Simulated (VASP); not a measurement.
# BN (P1) in VASP: a series of runs

BN is run at these levels: PBE; tasks: single point.

Everything below comes from runs of VASP 6.6.1. Logs are shortened: lines on timing, memory, paths and dates and some standing lists are left out, and cuts for length are marked.

### 1 The cell of the first run

The typed cell holds 12 atoms: a = 2.564 Å, b = 2.564 Å, c = 12.571 Å, α = 88.83°, β = 87.66°, γ = 60.00°.

### 2 Single point, PBE

INCAR

```
ALGO = Normal
EDIFF = 1E-6
ENCUT = 520
GGA = PE
ISIF = 2
ISMEAR = 0
LASPH = True
LCHARG = True
LELF = True
LREAL = False
LVHAR = True
LWAVE = False
NBANDS = 36
NELM = 60
PREC = Accurate
SIGMA = 0.05
```

KPOINTS

```
k-points
0
Gamma
  10 10 2
```

POSCAR

```
BN
1.0
    1.8130010000     -1.8130010000      0.0000000000
    1.8130010000      0.0000000000     -1.8130010000
    7.6146042000      6.8894038000      7.2520040000
B N
6 6
Direct
    0.6541733333      0.6666666667      0.0624666667
   -0.1791600000      0.0000000000      0.8958000000
    0.2875066667      0.3333333333      0.2291333333
    0.5541733333      0.6666666667      0.5624666667
   -0.0791600000      0.0000000000      0.3958000000
    0.1875066667      0.3333333333      0.7291333333
    0.5791733333      0.6666666667      0.4374666667
    0.9458400000      1.0000000000      0.2708000000
    0.2125066667      0.3333333333      0.6041333333
    0.4791733333      0.6666666667      0.9374666667
   -0.1541600000      0.0000000000      0.7708000000
    0.3125066667      0.3333333333      0.1041333333
```

Potentials or basis: VASP PAW PBE potentials, release 64 (B, N).

The run is started by

```bash
$ cat potpaw_PBE.64/B/POTCAR potpaw_PBE.64/N/POTCAR > POTCAR
$ mpirun -np 1 vasp_std > vasp.out
```

OUTCAR:

```text
EDIFF = 1E-6
   ENCUT = 520
   GGA = PE
   ISIF = 2
   ISMEAR = 0
   LASPH = True
   LREAL = False
   NELM = 60
   PREC = Accurate

 ion  position               nearest neighbor table
   1  0.654  0.667  0.062-  12 1.57  12 1.57  12 1.57  10 1.65
   2  0.821  0.000  0.896-  11 1.57  10 1.57  10 1.57  10 1.57
   3  0.288  0.333  0.229-  12 1.57   8 1.57   8 1.57   8 1.57
   4  0.554  0.667  0.562-   9 1.57   9 1.57   9 1.57   7 1.57
   5  0.921  0.000  0.396-   8 1.57   7 1.57   7 1.57   7 1.57
   6  0.188  0.333  0.729-   9 1.57  11 1.57  11 1.57  11 1.57
   7  0.579  0.667  0.437-   4 1.57   5 1.57   5 1.57   5 1.57
   8  0.946  0.000  0.271-   5 1.57   3 1.57   3 1.57   3 1.57
   9  0.213  0.333  0.604-   4 1.57   4 1.57   4 1.57   6 1.57
  10  0.479  0.667  0.937-   2 1.57   2 1.57   2 1.57   1 1.65
  11  0.846  0.000  0.771-   2 1.57   6 1.57   6 1.57   6 1.57
  12  0.313  0.333  0.104-   1 1.57   1 1.57   1 1.57   3 1.57

  LATTYP: Found a base centered monoclinic cell.
 ALAT       =     2.5639706028
 B/A-ratio  =     1.7320508076
 C/A-ratio  =     4.9030602689
 COS(beta)  =    -0.0407908508

  Lattice vectors:

 A1 = (   0.0000000000,   1.8130010000,  -1.8130010000)
 A2 = (  -1.8130010000,   0.0000000000,   1.8130010000)
 A3 = (   7.6146042000,   6.8894038000,   7.2520040000)

Analysis of symmetry for initial positions (statically):
=====================================================================
 Subroutine PRICEL returns:
 Original cell was already a primitive cell.

 Routine SETGRP: Setting up the symmetry group for a
 base centered monoclinic supercell.

 Subroutine GETGRP returns: Found  1 space group operations
 (whereof  1 operations were pure point group operations)
 out of a pool of  4 trial point group operations.

The static configuration has the point symmetry C_1 .

Analysis of symmetry for dynamics (positions and initial velocities):
=====================================================================
 Subroutine PRICEL returns:
 Original cell was already a primitive cell.

 Routine SETGRP: Setting up the symmetry group for a
 base centered monoclinic supercell.

 Subroutine GETGRP returns: Found  1 space group operations
 (whereof  1 operations were pure point group operations)
 out of a pool of  4 trial point group operations.

The dynamic configuration has the point symmetry C_1 .

 Subroutine INISYM returns: Found  1 space group operations
 (whereof  1 operations are pure point group operations),
 and found     1 'primitive' translations

----------------------------------------------------------------------------------------

                                     Primitive cell

  volume of cell :      71.5114

  direct lattice vectors                    reciprocal lattice vectors
     1.813001000 -1.813001000  0.000000000     0.174664364 -0.376907312  0.174664364
     1.813001000  0.000000000 -1.813001000     0.183857225  0.183857225 -0.367714451
     7.614604200  6.889403800  7.252004000     0.045964306  0.045964306  0.045964306

  length of vectors
     2.563970603  2.563970603 12.571302393     0.450637772  0.450356388  0.079612514

  position of ions in fractional coordinates (direct lattice)
     0.654173333  0.666666667  0.062466667
     0.820840000  0.000000000  0.895800000
     0.287506667  0.333333333  0.229133333
     0.554173333  0.666666667  0.562466667
     0.920840000  0.000000000  0.395800000
     0.187506667  0.333333333  0.729133333
     0.579173333  0.666666667  0.437466667
     0.945840000  0.000000000  0.270800000
     0.212506667  0.333333333  0.604133333
     0.479173333  0.666666667  0.937466667
     0.845840000  0.000000000  0.770800000
     0.312506667  0.333333333  0.104133333

  ion indices of the primitive-cell ions
   primitive index   ion index
                 1           1
                 2           2
                 3           3
                 4           4
                 5           5
                 6           6
                 7           7
                 8           8
                 9           9
                10          10
                11          11
                12          12

----------------------------------------------------------------------------------------

 KPOINTS: k-points

Automatic generation of k-mesh.
 Grid dimensions read from file:
 generate k-points for:   10   10    2

 Generating k-lattice:

  Cartesian coordinates                     Fractional coordinates (reciprocal lattice)
     0.017466436 -0.037690731  0.017466436     0.100000000  0.000000000  0.000000000
     0.018385723  0.018385723 -0.036771445     0.000000000  0.100000000  0.000000000
     0.022982153  0.022982153  0.022982153     0.000000000  0.000000000  0.500000000

  Length of vectors
     0.045063777  0.045035639  0.039806257

  Shift w.r.t. Gamma in fractional coordinates (k-lattice)
     0.000000000  0.000000000  0.000000000

 Subroutine IBZKPT returns following result:
 ===========================================

 Found    104 irreducible k-points:

 Following reciprocal coordinates:
            Coordinates               Weight
  0.000000  0.000000  0.000000      1.000000
  0.100000  0.000000  0.000000      2.000000
 -0.100000 -0.100000 -0.000000      2.000000
  0.200000  0.000000  0.000000      2.000000
 -0.200000 -0.200000 -0.000000      2.000000
  0.300000  0.000000 -0.000000      2.000000
[... 16 lines left out ...]
  0.300000  0.400000  0.000000      2.000000
 -0.200000  0.100000  0.000000      2.000000
 [... further k-points ...]
   k-points           NKPTS =    104   k-points in BZ     NKDIM =    104   number of bands    NBANDS=     36
   number of dos      NEDOS =    301   number of ions     NIONS =     12
   total plane-waves  NPLWV =  38400
   dimension x,y,z NGX =    20 NGY =   20 NGZ =   96
   dimension x,y,z NGXF=    40 NGYF=   40 NGZF=  192
   ions per type =               6   6
   NGX,Y,Z   is equivalent  to a cutoff of  12.97, 12.97, 12.70 a.u.
   NGXF,Y,Z  is equivalent  to a cutoff of  25.94, 25.94, 25.39 a.u.
 SYSTEM =  unknown system
   PREC   = accura    normal or accurate (medium, high low for compatibility)
   ISTART =      0    job   : 0-new  1-cont  2-samecut
   ICHARG =      2    charge: 1-file 2-atom 10-const
   ISPIN  =      1    spin polarized calculation?
   LNONCOLLINEAR =      F non collinear calculations
   LSORBIT =      F    spin-orbit coupling
   LASPH  =      T    aspherical Exc in radial PAW
   ENCUT  =  520.0 eV  38.22 Ry    6.18 a.u.   4.77  4.77 23.37*2*pi/ulx,y,z
   NELM   =     60;   NELMIN=  2; NELMDL= -5     # of ELM steps
   EDIFF  = 0.1E-05   stopping-criterion for ELM
   LREAL  =      F    real-space projection
   EDIFFG = 0.1E-04   stopping-criterion for IOM
   NSW    =      0    number of steps for IOM
   IBRION =     -1    ionic relax: 0-MD 1-quasi-New 2-CG
   NFREE  =      0    steps in history (QN), initial steepest desc. (CG)
   ISIF   =      2    stress and relaxation
   ISYM   =      2    0-nonsym 1-usesym 2-fastsym
   POTIM  = 0.5000    time-step for ionic-motion
   TEBEG  =    0.0;   TEEND  =   0.0 temperature during run
   PSTRESS=    0.0 pullay stress
   NELECT =      48.0000    total number of electrons
   NUPDOWN=      -1.0000    fix difference up-down
   EMIN   =  10.00;   EMAX   =-10.00  energy-range for DOS
   EFERMI =   0.00;   METHOD = LEGACY
   ISMEAR =     0;   SIGMA  =   0.05  broadening in eV -4-tet -1-fermi 0-gaus
   EFERMI_NEDOS =   21; number of points for ismear=-14 and -15
   IALGO  =     38    algorithm
   IMIX   =      4    mixing-type and parameters
     AMIX     =   0.40;   BMIX     =  1.00
     AMIX_MAG =   1.60;   BMIX_MAG =  1.00
  volume/ion in A,a.u.               =       5.96        40.22
  Fermi-wavevector in a.u.,A,eV,Ry     =   1.433387  2.708709 27.954506  2.054598
  Thomas-Fermi vector in A             =   2.552911
   LORBIT       =      0    0 simple, 1 ext, 2 COOP (PROOUT), +10 PAW based schemes
   GGA     = PE    functional components
   LHFCALC =     F    Hartree Fock is set to
   AEXX    =    0.0000 exact exchange contribution
   IVDW    =     0    specifies the selected vdW correction
   LEPSILON=     F    determine dielectric tensor
   LRPA    =     F    only Hartree local field effects (RPA)
 non-spin polarized calculation
 Gauss-broadening in eV      SIGMA  =   0.05
  energy-cutoff  :      520.00
  volume of cell :       71.51
 maximum number of plane-waves:      1942
   NGX =  9   NGY =  9   NGZ = 47

 number of electron      47.9999992 magnetization

 Free energy of the ion-electron system (eV)
  ---------------------------------------------------
  ext. energy  EPLUGINS =         0.00000000
  ---------------------------------------------------
  free energy    TOTEN  =      -103.92276325 eV

  energy without entropy =     -103.92276325  energy(sigma->0) =     -103.92276325

 E-fermi :   7.9494     XC(G=0): -12.7881

 val. band max:        7.6499403436   @ k =   0.0000   0.0000   0.0000
 cond. band min:      11.2024756118   @ k =   0.5000   0.0000  -0.0000
 fundamental gap:      3.5525352682
 Fermi energy:         7.9493917684

 k-point     1 :       0.0000    0.0000    0.0000
  band No.  band energies     occupation
      1     -12.8381      2.00000
      2     -12.1889      2.00000
      3     -12.1164      2.00000
      4     -10.3393      2.00000
      5     -10.2641      2.00000
      6      -8.6251      2.00000
[... 28 lines left out ...]
     35      17.2510      0.00000
     36      17.3542      0.00000

 k-point     2 :       0.1000    0.0000    0.0000
  band No.  band energies     occupation
      1     -12.6239      2.00000
      2     -11.9887      2.00000
      3     -11.8965      2.00000
      4     -10.1704      2.00000
      5     -10.0484      2.00000
      6      -8.4640      2.00000
[... 28 lines left out ...]
     35      17.7352      0.00000
     36      17.9791      0.00000

 k-point     3 :      -0.1000   -0.1000   -0.0000
  band No.  band energies     occupation
      1     -12.6230      2.00000
      2     -11.9881      2.00000
      3     -11.8958      2.00000
      4     -10.1711      2.00000
      5     -10.0479      2.00000
      6      -8.4660      2.00000
[... 28 lines left out ...]
     35      17.7959      0.00000
     36      17.9363      0.00000

 k-point     4 :       0.2000    0.0000    0.0000
  band No.  band energies     occupation
      1     -11.9922      2.00000
      2     -11.3941      2.00000
      3     -11.2564      2.00000
      4      -9.6584      2.00000
      5      -9.4488      2.00000
      6      -8.0152      2.00000
[... 28 lines left out ...]
     35      18.6614      0.00000
     36      18.9656      0.00000

 k-point     5 :      -0.2000   -0.2000   -0.0000
  band No.  band energies     occupation
      1     -11.9877      2.00000
      2     -11.3877      2.00000
      3     -11.2567      2.00000
      4      -9.6529      2.00000
      5      -9.4570      2.00000
      6      -8.0248      2.00000
[... 655 lines left out ...]
 k-point    22 :      -0.3000    0.1000    0.0000
  band No.  band energies     occupation
      1     -10.2344      2.00000
      2      -9.7526      2.00000
      3      -9.5210      2.00000
      4      -8.3647      2.00000
      5      -7.9926      2.00000
      6      -7.1099      2.00000
[... 28 lines left out ...]
     35      18.5949      0.00000
     36      19.2022      0.00000

 k-point    23 :       0.3000    0.4000    0.0000
  band No.  band energies     occupation
      1     -10.2063      2.00000
      2      -9.6883      2.00000
      3      -9.5537      2.00000
      4      -8.2742      2.00000
      5      -8.1158      2.00000
      6      -7.1760      2.00000
[... 28 lines left out ...]
     35      18.7410      0.00000
     36      18.9999      0.00000

 k-point    24 :      -0.2000    0.1000    0.0000
  band No.  band energies     occupation
      1     -11.3796      2.00000
      2     -10.8006      2.00000
      3     -10.6612      2.00000
      4      -9.1409      2.00000
      5      -8.9331      2.00000
      6      -7.6246      2.00000
[... 28 lines left out ...]
     35      18.6817      0.00000
     36      19.1862      0.00000

 [... further k-points ...]

------------------------ aborting loop because EDIFF is reached ----------------------------------------

  FORCE on cell =-STRESS in cart. coord.  units (eV):
  Direction    XX          YY          ZZ          XY          YZ          ZX
  --------------------------------------------------------------------------------------
  -------------------------------------------------------------------------------------
  Total       -4.9268401      3.3412682      1.3599602      0.7602623      3.4360348     -2.2245641
  in kB     -110.3833769     74.8594349     30.4692247     17.0332951     76.9826316    -49.8402414
  external PRESSURE =      -1.6849058 kB  Pullay stress =       0.0000000 kB

 VOLUME and BASIS-vectors are now :
 -----------------------------------------------------------------------------
  energy-cutoff  :      520.00
  volume of cell :       71.51
      direct lattice vectors                 reciprocal lattice vectors
     1.813001000 -1.813001000  0.000000000     0.174664364 -0.376907312  0.174664364
     1.813001000  0.000000000 -1.813001000     0.183857225  0.183857225 -0.367714451
     7.614604200  6.889403800  7.252004000     0.045964306  0.045964306  0.045964306

 POSITION                                       TOTAL-FORCE (eV/Angst)
 -----------------------------------------------------------------------------------
      2.87034     -0.75566     -0.75566        -1.698572      1.696448     -0.049685
      8.30935      4.68334      6.49635         0.024311      0.051129     -0.209742
      2.87034      1.05734      1.05734        -0.063330      0.160935      0.126222
      6.49635      2.87034      2.87034         0.033807      0.038199      0.036064
      4.68334      1.05734      2.87034         0.026223      0.046357      0.038565
      6.49635      4.68334      4.68334         0.014624      0.054376      0.034349
      5.58984      1.96384      1.96384        -0.037285     -0.036043     -0.035532
      3.77684      0.15084      1.96384        -0.060867     -0.009618     -0.031523
      5.58984      3.77684      3.77684        -0.024034     -0.050411     -0.037153
      9.21585      5.58984      5.58984         1.828743     -1.985859     -0.237256
      7.40285      3.77684      5.58984         0.093457     -0.229840     -0.068985
      1.96384      0.15084      0.15084        -0.137077      0.264327      0.434676
 -----------------------------------------------------------------------------------
    total drift:                               -0.000381      0.000355      0.000181

  FREE ENERGIE OF THE ION-ELECTRON SYSTEM (eV)
  ---------------------------------------------------
  free  energy   TOTEN  =      -103.9227632465 eV

  energy  without entropy=     -103.9227632465  energy(sigma->0) =     -103.92276325
```

Run time: 11 min. Hardware: 1 thread of AMD EPYC 7R13, shared host; peak memory 0.28 GiB.

Results:

* Free energy: -103.9228 eV
* Pressure: -0.2 GPa
* Largest force: 2.710 eV/Å
* Band gap on the k mesh: 3.55 eV, indirect (least direct gap 5.10 eV)

Forces on the atoms (eV/Å):
```
B   -1.699  1.696 -0.050
B    0.024  0.051 -0.210
B   -0.063  0.161  0.126
B    0.034  0.038  0.036
B    0.026  0.046  0.039
B    0.015  0.054  0.034
N   -0.037 -0.036 -0.036
N   -0.061 -0.010 -0.032
N   -0.024 -0.050 -0.037
N    1.829 -1.986 -0.237
N    0.093 -0.230 -0.069
N   -0.137  0.264  0.435
```

Caveat: forces of over 1 eV/Å act on the atoms, so gaps and moduli don't describe the material at rest. A k mesh can miss the band edges.

(Continued in part 2 of 2.)
